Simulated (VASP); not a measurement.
Input of a VASP 6.6.1 run:

The input INCAR:

```
SYSTEM = DyC3
ALGO = Normal
EDIFF = 1E-6
ENCUT = 600
GGA = PE
GGA_COMPAT = .FALSE.
ISIF = 2
ISMEAR = 0
LASPH = .TRUE.
LCHARG = .FALSE.
LMAXMIX = 6
LREAL = .FALSE.
LWAVE = .FALSE.
NBANDS = 31
NELM = 200
PREC = Accurate
SIGMA = 0.2
```

The input KPOINTS:

```
k-points
0
G
  4 4 4
  0 0 0
```

POSCAR

```
DyC3
1.0
   -2.8366108662      2.8366108662      3.2303761911
    2.8366108662     -2.8366108662      3.2303761911
    2.8366108662      2.8366108662     -3.2303761911
Dy C
2 6
Direct
    0.5271464079      0.5271464079      0.0000000000
    1.0272278879      1.0272278879      0.0000000000
    0.2771942200      0.7771942200      0.5000000000
    0.7771942200      0.2771942200      0.5000000000
    0.1134802694      0.9406401594      0.4999098267
    0.4407303327      0.6135704427      0.5000901733
    0.9406401594      0.4407303327      0.8271598900
    0.6135704427      0.1134802694      0.1728401100
```

Potentials or basis: VASP PAW PBE potentials, release 64 (Dy_3, C), 4f in core.

Command:

```bash
$ cat potpaw_PBE.64/Dy_3/POTCAR potpaw_PBE.64/C/POTCAR > POTCAR
$ mpirun -np 1 vasp_std > vasp.out
```

Q: What does it give for the largest force?

A: 0.054 eV/Å.

Q: What does it give for the pressure?

A: 0.2 GPa.

Q: What does it give for the band gap on the k mesh?

A: Zero (bands 21 and 22 overlap by 0.78 eV).

Forces in eV/Å, atoms in the order of the input:
```
Dy   0.000  0.000  0.003
Dy   0.000  0.000 -0.005
C    0.000  0.000 -0.004
C    0.000  0.000 -0.004
C    0.040 -0.036  0.002
C   -0.040  0.036  0.002
C    0.036  0.040  0.002
C   -0.036 -0.040  0.002
```

Caveat: the k points lie up to 0.37 Å⁻¹ apart, too coarse for converged energies and pressures of a metal; spin-orbit coupling is left out, which moves the levels of the heavy elements; the 4f electrons are frozen in the core, so they carry no moment and show no levels. Spin polarisation is off, so any magnetic state and its effect on volume and gap are missing.
